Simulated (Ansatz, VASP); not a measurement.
**AlNi3 in VASP and in Ansatz**

File INCAR:

```
SYSTEM = AlNi3
ALGO = Normal
EDIFF = 1E-6
ENCUT = 520
GGA = PE
ISIF = 2
ISMEAR = 0
ISPIN = 2
LASPH = .True.
LCHARG = .True.
LELF = .True.
LMAXMIX = 4
LORBIT = 11
LREAL = .False.
LVHAR = .True.
LWAVE = .False.
MAGMOM = 0 0.3 0.3 0.3
NBANDS = 28
NELM = 150
PREC = Accurate
SIGMA = 0.1
```

File KPOINTS:

```
k-points
0
Gamma
  14 14 14
  0 0 0
```

Contents of POSCAR:

```
AlNi3
1.0
    3.4596784987      0.0000000000      0.0000000000
    0.0000000000      3.4596784987      0.0000000000
    0.0000000000      0.0000000000      3.4596784987
Al Ni
1 3
Direct
    0.0000000000      0.0000000000      0.0000000000
    0.0000000000      0.5000000000      0.5000000000
    0.5000000000      0.0000000000      0.5000000000
    0.5000000000      0.5000000000      0.0000000000
```

Input for Ansatz:

```yaml
crystal:
  lattice:
    - [3.4596784987, 0.0, 0.0]
    - [0.0, 3.4596784987, 0.0]
    - [0.0, 0.0, 3.4596784987]
  atoms:
    - { symbol: Al, position: [0.0, 0.0, 0.0] }
    - { symbol: Ni, position: [0.0, 0.5, 0.5], spin: 0.3 }
    - { symbol: Ni, position: [0.5, 0.0, 0.5], spin: 0.3 }
    - { symbol: Ni, position: [0.5, 0.5, 0.0], spin: 0.3 }
basis:
  ecutwfc: 420
kpoints:
  mp_grid: { grid: [14, 14, 14] }
hamiltonian:
  xc: pbe
scf:
  occupations: { method: gaussian, width: 0.1 }
output:
  forces: true
  stress: true
  eigenvalues: true
  populations: true
magnetization:
  spin_polarized: true
```

Change from the starting cell: equal strain along all axes, cell held, atoms relaxed: -3.0 %.

Alike in both runs: task single point; functional PBE; k mesh 14 × 14 × 14; occupations gaussian, width 0.1 eV; collinear spin.

|  | VASP | Ansatz |
| --- | --- | --- |
| version | VASP 6.6.1 | Ansatz 0.2.0 |
| potentials or method | VASP PAW PBE potentials, release 64 (Al, Ni), cutoff 520 eV | scalar-relativistic, plane waves, PAW |
| valence electrons in the cell | 33 | 57 |

Ansatz gave:

| Property | Result |
| --- | --- |
| gap on the k mesh at the Fermi level (eV) | none |
| pressure (GPa) | 20.5 |
| net moment per atom (μB) | 0.17 |
| size of the moment on the site where the two differ most (μB) | 0.25 |

Question: What did VASP give for the same quantities?

Answer: gap on the k mesh at the Fermi level (eV): none; pressure (GPa): 20.4; net moment per atom (μB): 0.17; size of the moment on the site where the two differ most (μB): 0.23.

Site moments also hang on the region over which each program counts them. A gap of «none» marks a metal or a gap that the smearing closes. With one functional, cell and mesh, what is left measures potentials, basis and numerics. VASP's potentials hold 33 valence electrons a cell and Ansatz's 57, so a difference there can come from the potentials and not from the codes.
